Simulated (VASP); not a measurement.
A run of VASP 6.6.1:

File INCAR:

```
  PREC = Accurate
  ENCUT = 520
  EDIFF = 1E-7
  ISMEAR = 0
  SIGMA = 0.022
  LREAL = False
  LASPH = True
  NELM = 80
  ALGO = Normal
  ISIF = 2
  LWAVE = False
  LCHARG = False
  GGA = PE
  NBANDS = 8
```

File KPOINTS:

```
regular mesh
0
Gamma
  13 13 13
```

Contents of POSCAR:

```
Si
1.0
   -1.6269149300      1.6269149300      1.3203298500
    1.6269149300     -1.6269149300      1.3203298500
    1.6269149300      1.6269149300     -1.3203298500
Si
1
Direct
    0.0000000000      0.0000000000      0.0000000000
```

Potentials or basis: VASP PAW PBE potentials, release 64 (Si).

Command:

```bash
$ cat potpaw_PBE.64/Si/POTCAR > POTCAR
$ mpirun -np 1 vasp_std > vasp.out
```

Hardware: 1 thread of AMD EPYC 7R13 (shared host).

Q: How long does it take, and how much memory?

A: It took 36 s on 1 thread of AMD EPYC 7R13, with other jobs on the host, peak memory 0.1 GiB. Counts: scf iterations 11, k points 196.
